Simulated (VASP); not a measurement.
# La16CO24 (a cell with a defect) in VASP: single point with PBE

Aim: the single point of La16CO24 (a cell with a defect) with PBE.

Everything below comes from runs of VASP 6.6.1. Logs are shortened: lines on timing, memory, paths and dates and some standing lists are left out, and cuts for length are marked.

### Step 1. The cell of the first run

The cell holds a defect, 41 atoms: a = 7.881 Å, b = 7.881 Å, c = 12.376 Å, α = 90.00°, β = 90.00°, γ = 120.00°.

### Step 2. Single point, PBE

Input file INCAR:

```
SYSTEM = La16CO24
PREC     = Accurate       ! precision mode
ENCUT    = 520            ! plane-wave cutoff, eV
EDIFF    = 1E-6           ! SCF threshold, eV
ISMEAR   = -1             ! smearing method
SIGMA    = 0.01           ! smearing width, eV
LREAL    = Auto         
LASPH    = .TRUE.         ! aspherical terms in the spheres
NELM     = 100            ! most SCF steps
ALGO     = Normal         ! electronic algorithm
ISIF     = 2              ! what is computed and relaxed
LWAVE    = .FALSE.        ! write WAVECAR
LCHARG   = .FALSE.        ! write CHGCAR
GGA      = PE             ! functional
NBANDS   = 188            ! bands
```

Input file KPOINTS:

```
Automatic mesh
0
Gamma
  1 1 1
  0.25 0.25 0.25
```

Input file POSCAR:

```
La16CO24
1.0
    7.8811453700     -0.0000000600      0.0000000000
   -3.9405726400      6.8252721300      0.0000000000
    0.0000000000      0.0000000000     12.3757188400
La O C
16 24 1
Direct
    0.3484542787      0.1484189936      0.4011199724
    0.1314391388      0.3654273354      0.0952012578
    0.3315689259      0.1653975107      0.8871147722
    0.1619324845      0.3346745692      0.6292689015
    0.3288251692      0.6383559420      0.3720882043
    0.1450549285      0.8407212049      0.1410610586
    0.3428676102      0.6820525148      0.8767413950
    0.1691946851      0.8379271773      0.6306921724
    0.8568574781      0.1672707007      0.3724380022
    0.6563328617      0.3516637862      0.1407372794
    0.8148576445      0.1541767169      0.8768449041
    0.6589191284      0.3274880469      0.6307164134
    0.8301874456      0.6663630348      0.3889785363
    0.6560167919      0.8408447209      0.1233497641
    0.8246981440      0.6725948742      0.8824029651
    0.6586837377      0.8382366198      0.6199437866
    0.3066058409      0.1899701570      0.1040403403
    0.1975766655      0.2987838394      0.2761399192
   -0.0606958586     -0.0266724901     -0.0027957164
    0.3304083974      0.1662597473      0.6818652806
    0.1591611836      0.3379504825      0.8467874178
    0.0066469033      0.0179466837      0.4990725856
    0.3159298345      0.6709232880      0.1760566823
    0.1602043469      0.8127287680      0.3431141298
   -0.0274514878      0.5246990787      0.0154587384
    0.3275815966      0.6651323102      0.6818015268
    0.1599870471      0.8417122278      0.8256073956
    0.0341036150      0.4626532015      0.4901712845
    0.8260413223      0.1804927373      0.1762370355
    0.6845930714      0.3368141222      0.3430267005
    0.5026677641     -0.0050087336     -0.0108048673
    0.8319165437      0.1693635108      0.6821797674
    0.6551874596      0.3372442879      0.8256620995
    0.5012288327     -0.0016331905      0.5160631138
    0.8217622205      0.6749769037      0.1953884886
    0.6596265959      0.8364538338      0.3327973149
    0.5228400660      0.5576977678     -0.0026999644
    0.8346003702      0.6626351249      0.6605055517
    0.6618096739      0.8350297147      0.8100288258
    0.4792322930      0.4905255007      0.4988713852
    0.3060735490      0.1908697549      0.2182856636
```

Potentials or basis: VASP PAW PBE potentials, release 64 (La, O, C).

The run is started by

```console
$ cat potpaw_PBE.64/La/POTCAR potpaw_PBE.64/O/POTCAR potpaw_PBE.64/C/POTCAR > POTCAR
$ mpirun -np 1 vasp_std > vasp.out
```

OUTCAR:

```text
SYSTEM = La16CO24
   PREC = Accurate
   ENCUT = 520
   EDIFF = 1E-6
   ISMEAR = -1
   LREAL = Auto
   LASPH = .TRUE.
   NELM = 100
   ISIF = 2
   GGA = PE

 ion  position               nearest neighbor table
   1  0.348  0.148  0.401-  41 2.34  24 2.41  30 2.41  34 2.51  18 2.57  22 2.65  40 2.65   8 3.55
                            12 3.55
   2  0.131  0.365  0.095-  23 2.33  29 2.33  25 2.39  17 2.40  18 2.42  41 2.83  11 3.49   7 3.49

   3  0.332  0.165  0.887-  33 2.34  27 2.34  21 2.41  20 2.54  31 2.65  17 2.71
   4  0.162  0.335  0.629-  32 2.35  26 2.35  20 2.39  28 2.45  21 2.69  22 2.70  40 2.70
   5  0.329  0.638  0.372-  36 2.32  24 2.37  23 2.45  28 2.50  40 2.57  18 2.62
   6  0.145  0.841  0.141-  35 2.31  23 2.37  17 2.43  24 2.52  41 2.58  25 2.66
   7  0.343  0.682  0.877-  39 2.33  21 2.38  26 2.42  27 2.42  31 2.55  37 2.57   2 3.49
   8  0.169  0.838  0.631-  38 2.31  20 2.33  26 2.35  27 2.41  34 2.67   1 3.55
   9  0.857  0.167  0.372-  36 2.32  30 2.36  29 2.45  28 2.50  22 2.57  18 2.63
  10  0.656  0.352  0.141-  35 2.31  29 2.37  17 2.43  30 2.52  41 2.58  25 2.66
  11  0.815  0.154  0.877-  39 2.33  21 2.38  32 2.41  33 2.43  31 2.54  19 2.57   2 3.49
  12  0.659  0.327  0.631-  38 2.32  20 2.33  32 2.35  33 2.41  34 2.66   1 3.55
  13  0.830  0.666  0.389-  30 2.32  24 2.33  35 2.40  36 2.43  40 2.75  22 2.76
  14  0.656  0.841  0.123-  29 2.41  23 2.41  35 2.43  37 2.48  19 2.49  36 2.59  31 2.68
  15  0.825  0.673  0.882-  27 2.39  33 2.39  39 2.39  19 2.51  37 2.52  25 2.61  38 2.75
  16  0.659  0.838  0.620-  39 2.35  26 2.39  32 2.39  38 2.45  34 2.52  40 2.81  22 2.81
  17  0.307  0.190  0.104-  41 1.41   2 2.40   6 2.43  10 2.43   3 2.71
  18  0.198  0.299  0.276-  41 1.64   2 2.42   1 2.57   5 2.62   9 2.63
[... 9 lines left out ...]
  28  0.034  0.463  0.490-   4 2.45   5 2.50   9 2.50
  29  0.826  0.180  0.176-   2 2.33  10 2.37  14 2.41   9 2.45
  30  0.685  0.337  0.343-  13 2.32   9 2.36   1 2.41  10 2.52
  31  0.503  0.995  0.989-  11 2.54   7 2.55   3 2.65  14 2.68
  32  0.832  0.169  0.682-   4 2.35  12 2.35  16 2.39  11 2.41
  33  0.655  0.337  0.826-   3 2.34  15 2.39  12 2.41  11 2.43
  34  0.501  0.998  0.516-   1 2.51  16 2.52  12 2.66   8 2.67
  35  0.822  0.675  0.195-   6 2.31  10 2.31  13 2.40  14 2.43
  36  0.660  0.836  0.333-   5 2.32   9 2.32  13 2.43  14 2.59
  37  0.523  0.558  0.997-  14 2.48  15 2.52   7 2.57
  38  0.835  0.663  0.661-   8 2.31  12 2.32  16 2.45  15 2.75
  39  0.662  0.835  0.810-   7 2.33  11 2.33  16 2.35  15 2.39
  40  0.479  0.491  0.499-   5 2.57   1 2.65   4 2.70  13 2.75  16 2.81
  41  0.306  0.191  0.218-  17 1.41  18 1.64   1 2.34   6 2.58  10 2.58   2 2.83

  LATTYP: Found a hexagonal cell.
 ALAT       =     7.8811453700
 C/A-ratio  =     1.5702944507

  Lattice vectors:

 A1 = (   7.8811453700,  -0.0000000600,   0.0000000000)
 A2 = (  -3.9405726400,   6.8252721300,   0.0000000000)
 A3 = (   0.0000000000,   0.0000000000,  12.3757188400)

Analysis of symmetry for initial positions (statically):
=====================================================================
[... 198 lines left out ...]
   ISMEAR =    -1;   SIGMA  =   0.01  broadening in eV -4-tet -1-fermi 0-gaus
   EFERMI_NEDOS =   21; number of points for ismear=-14 and -15
   IALGO  =     38    algorithm
   IMIX   =      4    mixing-type and parameters
     AMIX     =   0.40;   BMIX     =  1.00
     AMIX_MAG =   1.60;   BMIX_MAG =  1.00
  volume/ion in A,a.u.               =      16.24       109.57
  Fermi-wavevector in a.u.,A,eV,Ry     =   1.287745  2.433485 22.562372  1.658288
  Thomas-Fermi vector in A             =   2.419741
   LORBIT       =      0    0 simple, 1 ext, 2 COOP (PROOUT), +10 PAW based schemes
   GGA     = PE    functional components
   LHFCALC =     F    Hartree Fock is set to
   AEXX    =    0.0000 exact exchange contribution
   IVDW    =     0    specifies the selected vdW correction
   LEPSILON=     F    determine dielectric tensor
   LRPA    =     F    only Hartree local field effects (RPA)
 non-spin polarized calculation
  energy-cutoff  :      520.00
  volume of cell :      665.70
 maximum number of plane-waves:     17910
 NGX is ok and might be reduce to    60
   NGX = 29   NGY = 29   NGZ = 47

 number of electron     324.0000019 magnetization

 Free energy of the ion-electron system (eV)
  ---------------------------------------------------
  ext. energy  EPLUGINS =         0.00000000
  ---------------------------------------------------
  free energy    TOTEN  =      -338.06220397 eV

  energy without entropy =     -338.06220397  energy(sigma->0) =     -338.06220397

 E-fermi :   8.5616     XC(G=0): -10.4456

 val. band max:        8.3217842890   @ k =   0.2500   0.5000   0.2500
 cond. band min:       9.6258526859   @ k =  -0.2500  -0.2500   0.2500
 fundamental gap:      1.3040683969
 Fermi energy:         8.5616026194

 k-point     1 :       0.2500    0.2500    0.2500
  band No.  band energies     occupation
      1     -23.9088      2.00000
      2     -23.8851      2.00000
      3     -23.8587      2.00000
      4     -23.8130      2.00000
      5     -23.8039      2.00000
      6     -23.7648      2.00000
[... 1051 lines left out ...]
    173      10.5496      0.00000
    174      10.6021      0.00000
 [bands above 174 left out]

------------------------ aborting loop because EDIFF is reached ----------------------------------------

  FORCE on cell =-STRESS in cart. coord.  units (eV):
  Direction    XX          YY          ZZ          XY          YZ          ZX
  --------------------------------------------------------------------------------------
  -------------------------------------------------------------------------------------
  Total        7.7426929     13.3112268      6.3279154      4.7657339     -3.1030581      5.4463556
  in kB       18.6347200     32.0367848     15.2297054     11.4699263     -7.4682827     13.1080122
  external PRESSURE =      21.9670701 kB  Pullay stress =       0.0000000 kB

 VOLUME and BASIS-vectors are now :
 -----------------------------------------------------------------------------
  energy-cutoff  :      520.00
  volume of cell :      665.70
      direct lattice vectors                 reciprocal lattice vectors
     7.881145370 -0.000000060  0.000000000     0.126885111  0.073257152  0.000000000
    -3.940572640  6.825272130  0.000000000     0.000000001  0.146514305  0.000000000
     0.000000000  0.000000000 12.375718840     0.000000000  0.000000000  0.080803387

 POSITION                                       TOTAL-FORCE (eV/Angst)
 -----------------------------------------------------------------------------------
      2.16136      1.01300      4.96415        -0.093076      0.052303      0.010053
     -0.40410      2.49414      1.17818         0.062807     -0.029295      0.001414
      1.96138      1.12888     10.97868        -0.122622      0.069935      0.029680
     -0.04260      2.28425      7.78765         0.126004     -0.066342     -0.009006
      0.07603      4.35695      4.60486        -0.079285      0.053572     -0.021627
     -2.16972      5.73815      1.74573         0.063527     -0.082414     -0.019573
[... 33 lines left out ...]
      1.84395      3.34797      6.17389        -0.001693     -0.027003      0.017345
      1.66007      1.30274      2.70144        -0.062422      0.055766      0.152844
 -----------------------------------------------------------------------------------
    total drift:                                0.004455     -0.015638      0.015477

  FREE ENERGIE OF THE ION-ELECTRON SYSTEM (eV)
  ---------------------------------------------------
  free  energy   TOTEN  =      -338.0622039750 eV

  energy  without entropy=     -338.0622039749  energy(sigma->0) =     -338.06220397
```

OSZICAR:

```text
N       E                     dE             d eps       ncg     rms          rms(c)
DAV:   1     0.552785379847E+04    0.55279E+04   -0.10893E+05  2288   0.265E+03
DAV:   2     0.230776916019E+04   -0.32201E+04   -0.30500E+04  2784   0.613E+02
DAV:   3     0.584025809199E+03   -0.17237E+04   -0.16840E+04  3592   0.380E+02
[... 14 lines left out ...]
DAV:  18    -0.338062195163E+03   -0.11706E-04   -0.22772E-04  4144   0.588E-02    0.843E-03
DAV:  19    -0.338062204197E+03   -0.90339E-05   -0.88853E-05  3952   0.305E-02    0.172E-02
DAV:  20    -0.338062202458E+03    0.17394E-05   -0.27522E-05  3184   0.225E-02    0.102E-02
DAV:  21    -0.338062203217E+03   -0.75975E-06   -0.21299E-05  3144   0.165E-02    0.261E-03
DAV:  22    -0.338062203975E+03   -0.75750E-06   -0.30112E-06  1896   0.111E-02
   1 F= -.33806220E+03 E0= -.33806220E+03  d E =-.127216E-10
```

Wall time 59 min (1 thread of Intel Xeon Platinum 8259CL at 2.50GHz (Skylake/Cascade Lake), shared host); peak memory 1 GiB.

Results:

```
Free energy            : -338.0622 eV
Pressure               : 2.2 GPa
Largest force          : 0.202 eV/Å
Band gap on the k mesh : 1.30 eV
```

Forces on the atoms (eV/Å):
```
La  -0.093  0.052  0.010
La   0.063 -0.029  0.001
La  -0.123  0.070  0.030
La   0.126 -0.066 -0.009
La  -0.079  0.054 -0.022
La   0.064 -0.082 -0.020
La  -0.121  0.083 -0.015
La   0.123 -0.055  0.021
La  -0.051  0.043 -0.020
La   0.089 -0.016  0.005
La  -0.128  0.061 -0.023
La   0.114 -0.067  0.030
La  -0.112  0.075 -0.076
La   0.092 -0.064  0.079
La  -0.097  0.050  0.000
La   0.127 -0.069 -0.045
O    0.040 -0.016 -0.198
O   -0.026  0.023  0.064
O   -0.020  0.005 -0.029
O   -0.110  0.072  0.009
O    0.113 -0.073  0.044
O    0.012  0.013  0.015
O   -0.066  0.085 -0.003
O    0.138 -0.109 -0.018
O    0.009 -0.021 -0.022
O   -0.115  0.070 -0.001
O    0.119 -0.075 -0.017
O   -0.022  0.008  0.027
O   -0.131  0.032 -0.017
O    0.127 -0.062 -0.038
O    0.003 -0.004 -0.002
O   -0.119  0.071 -0.008
O    0.128 -0.074 -0.013
O   -0.011 -0.005  0.033
O   -0.054  0.023  0.045
O    0.072 -0.045  0.056
O    0.004  0.008 -0.029
O   -0.121  0.063 -0.019
O    0.102 -0.056  0.005
O   -0.002 -0.027  0.017
C   -0.062  0.056  0.153
```

Stress tensor (GPa, compression positive):
```
 1.86  1.15  1.31
 1.15  3.20 -0.75
 1.31 -0.75  1.52
```

Caveat: spin-orbit coupling is left out, which moves the levels of the heavy elements.
